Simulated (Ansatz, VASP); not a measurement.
## Two plane-wave programs on HfO2

```
Hf O
1.0
     0.00000    2.52939    2.52939
     2.52939    0.00000    2.52939
     2.52939    2.52939    0.00000
Hf O
1 2
Direct
  0.00000 0.00000 0.00000
  0.25000 0.25000 0.25000
  0.75000 0.75000 0.75000
```

Alike in both runs: task single point; functional r2SCAN; k mesh 10 × 10 × 10; occupations fermi-dirac, width 0.02 eV; non-collinear spin, spin-orbit coupling.

```csv
,VASP,Ansatz
version,VASP 6.6.1,Ansatz 0.2.0
potentials or method,"VASP PAW PBE potentials, release 64 (Hf_pv, O), cutoff 520 eV",PAW plane waves
valence electrons in the cell,22,38
```

Ansatz gave:

```
pressure (GPa)           : -0.2
net moment per atom (μB) : 0.00
```

Question: Which values does VASP return?

Answer: Pressure (GPa): -3.9; net moment per atom (μB): 0.00.

VASP's potentials were made for PBE, not for r2SCAN. With one functional, cell and mesh, what is left measures potentials, basis and numerics. VASP's potentials hold 22 valence electrons a cell and Ansatz's 38, so a difference there can come from the potentials and not from the codes.
